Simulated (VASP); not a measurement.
TaN, 16 atoms in the cell. The cell holds a disordered packing, 16 atoms: a = 5.917 Å, b = 5.654 Å, c = 5.524 Å, α = 94.50°, β = 89.17°, γ = 87.23°. 

| Item | Value |
| --- | --- |
| Program | VASP 6.6.1 |
| Task | single point |
| Functional | PBE |
| Potentials or basis | VASP PAW PBE potentials, release 64 (Ta_pv, N) |
| Cutoff | 520 eV |
| k mesh | 1 × 1 × 1, shifted |
| Occupations | fermi-dirac, width 0.05 eV |
| Spin | no spin polarisation |
| Dipole correction | no |
| Mended | yes |
| Further INCAR settings | LREAL = Auto; ALGO = Normal; EDIFF = 1e-06; NBANDS = 78; ISYM = -1 |

Potentials or basis: VASP PAW PBE potentials, release 64 (Ta_pv, N).

Command:

```sh
$ cat potpaw_PBE.64/Ta_pv/POTCAR potpaw_PBE.64/N/POTCAR > POTCAR
$ mpirun -np 1 vasp_std > vasp.out
```

Hardware: 1 thread of Intel(R) Xeon(R) Platinum 8259CL CPU @ 2.50GHz (Skylake/Cascade Lake) (shared host).

How long does it take, and how much memory?

Run time: 42 s on 1 thread of Intel(R) Xeon(R) Platinum 8259CL CPU @ 2.50GHz (Skylake/Cascade Lake), on a shared host, peak memory 0.28 GiB. Counts: scf iterations 15, k points 1.
